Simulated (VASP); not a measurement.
Here is a VASP 6.6.1 calculation.

Contents of INCAR:

```
SYSTEM = HfN
PREC = Accurate ; ENCUT = 520
EDIFF = 1E-8 ; ISMEAR = -1
SIGMA = 0.15 ; LREAL = .FALSE.
LASPH = .TRUE. ; NELM = 80
ALGO = Normal ; ISIF = 2
LWAVE = .FALSE. ; LCHARG = .FALSE.
GGA = PS ; NBANDS = 14
IBRION = 8 ; NSW = 1
```

The input KPOINTS:

```
Automatic mesh
0
G
  16 16 16
  0 0 0
```

Contents of POSCAR:

```
HfN
1.0
    0.0000000000      2.2221071607      2.2221071607
    2.2221071607      0.0000000000      2.2221071607
    2.2221071607      2.2221071607      0.0000000000
Hf N
1 1
Direct
    0.0000000000      0.0000000000      0.0000000000
    0.5000000000      0.5000000000      0.5000000000
```

Potentials or basis: VASP PAW PBE potentials, release 64 (Hf_pv, N).

Command:

```console
$ cat potpaw_PBE.64/Hf_pv/POTCAR potpaw_PBE.64/N/POTCAR > POTCAR
$ mpirun -np 1 vasp_std > vasp.out
```

Estimate the highest phonon frequency at Γ.

542 cm⁻¹.

Phonon frequencies in cm⁻¹ (negative: imaginary):
```
              q point        frequencies
(0.000, 0.000, 0.000)  0 0 0 542 542 542
```

Caveat: the cell stands under pressure or tension, which shifts response properties.
